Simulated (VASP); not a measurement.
A run of VASP 6.6.1 is set up as follows.

The input INCAR:

```
PREC     = Accurate       # precision mode
ENCUT    = 520            # plane-wave cutoff, eV
EDIFF    = 1E-8           # SCF threshold, eV
ISMEAR   = -1             # smearing method
SIGMA    = 0.05           # smearing width, eV
LREAL    = F              # projectors in reciprocal space
LASPH    = T              # aspherical terms in the spheres
NELM     = 100            # most SCF steps
ALGO     = Normal         # electronic algorithm
ISIF     = 2              # what is computed and relaxed
LWAVE    = F              # write WAVECAR
LCHARG   = F              # write CHGCAR
GGA      = PS             # functional
LEFG     = T            
NBANDS   = 18             # bands
```

KPOINTS

```
Automatic mesh
0
Gamma
  13 13 13
```

Contents of POSCAR:

```
Si2W
1.0
   -1.6069000000      1.6069000000      3.9149500000
    1.6069000000     -1.6069000000      3.9149500000
    1.6069000000      1.6069000000     -3.9149500000
Si W
2 1
Direct
    0.3842900000      0.3842900000      0.0000000000
    0.6157100000      0.6157100000      0.0000000000
    0.0000000000      0.0000000000      0.0000000000
```

Potentials or basis: VASP PAW PBE potentials, release 64 (Si, W_sv).

Launch:

```sh
$ cat potpaw_PBE.64/Si/POTCAR potpaw_PBE.64/W_sv/POTCAR > POTCAR
$ mpirun -np 1 vasp_std > vasp.out
```

Predict the pressure.

48.6 GPa.

Estimate the band gap on the k mesh.

zero (bands 11 and 12 overlap by 1.24 eV).

What does it give for the largest force?

18.164 eV/Å.

Stress tensor (GPa, compression positive):
```
23.16  0.00  0.00
 0.00 23.16  0.00
 0.00  0.00 99.55
```

Caveat: the stress differs along the axes, from 23 to 100 GPa; without QUAD_EFG the Cq values of the log hold for a quadrupole moment of 1 mb, not for the nuclei; the PAW data sets were made with another functional, which shifts forces and pressure a little; spin-orbit coupling is left out, which moves the levels of the heavy elements.
